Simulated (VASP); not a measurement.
The system is GaSb5.

```
Ga Sb
1.0
     3.31557    0.00000    0.00000
    -1.65778    2.87137    0.00000
     0.00000    0.00000   16.66968
Ga Sb
1 5
Cartesian
  0.0000 0.0000 0.0000
  1.6578 0.9571 14.0078
  0.0000 0.0000 11.1721
  1.6578 0.9571 8.3348
  0.0000 0.0000 5.4976
  1.6578 0.9571 2.6618
```

The cell was generated, and may not be a known phase.

- Program: VASP 6.6.1
- Task: relaxation of cell and atoms
- Functional: PBE
- Potentials or basis: VASP PAW PBE potentials, release 64 (Ga_d, Sb)
- Cutoff: 600 eV
- k mesh: 12 × 12 × 4
- Occupations: gaussian, width 0.1 eV
- Spin: no spin polarisation

At the start: pressure 0.2 GPa; volume 26.45 Å³/atom.

Task: How do energy, volume and symmetry change on relaxing?

Result: Over 26 steps the energy falls by 6.5 meV/atom and the volume is 26.26 Å³/atom (-0.7 %); space group P-6m2 (No. 187, to 0.1 Å) before and after.

The path:
```tsv
step	energy change (eV)	largest force (eV/Å)	pressure (GPa)	volume (Å³)
1	0.0000	0.1955	0.17	158.70
2	-0.0054	0.1689	-0.10	159.33
3	-0.0111	0.0935	-0.85	161.22
4	-0.0132	0.0847	-0.81	161.03
5	-0.0186	0.0614	-0.68	160.44
6	-0.0273	0.0488	-0.42	159.27
7	-0.0210	0.1823	0.38	156.89
8	-0.0304	0.0875	-0.21	158.54
9	-0.0306	0.1032	-0.13	158.27
10	-0.0306	0.0995	-0.15	158.33
11	-0.0316	0.0970	-0.06	158.06
12	-0.0335	0.0884	0.20	157.26
13	-0.0323	0.0658	0.75	155.65
14	-0.0339	0.0824	0.37	156.74
15	-0.0346	0.0779	0.34	156.80
16	-0.0362	0.0638	0.26	156.95
17	-0.0374	0.0335	0.11	157.26
18	-0.0377	0.0303	0.04	157.44
19	-0.0380	0.0239	-0.09	157.81
20	-0.0382	0.0212	-0.04	157.69
21	-0.0382	0.0196	0.00	157.57
22	-0.0382	0.0171	0.09	157.34
23	-0.0383	0.0189	0.02	157.51
24	-0.0384	0.0170	0.02	157.51
25	-0.0386	0.0116	0.01	157.53
26	-0.0388	0.0010	-0.02	157.56
```

Final structure:
```
Ga Sb
1.0
     3.37262    0.00000    0.00000
    -1.68631    2.92078    0.00000
     0.00000    0.00000   15.99476
Ga Sb
1 5
Direct
  0.00000 0.00000 0.00000
  0.66667 0.33333 0.84679
  0.00000 0.00000 0.67130
  0.66667 0.33333 0.50000
  0.00000 0.00000 0.32870
  0.66667 0.33333 0.15321
```

Caveat: the highest band is partly filled, so the run has too few bands.
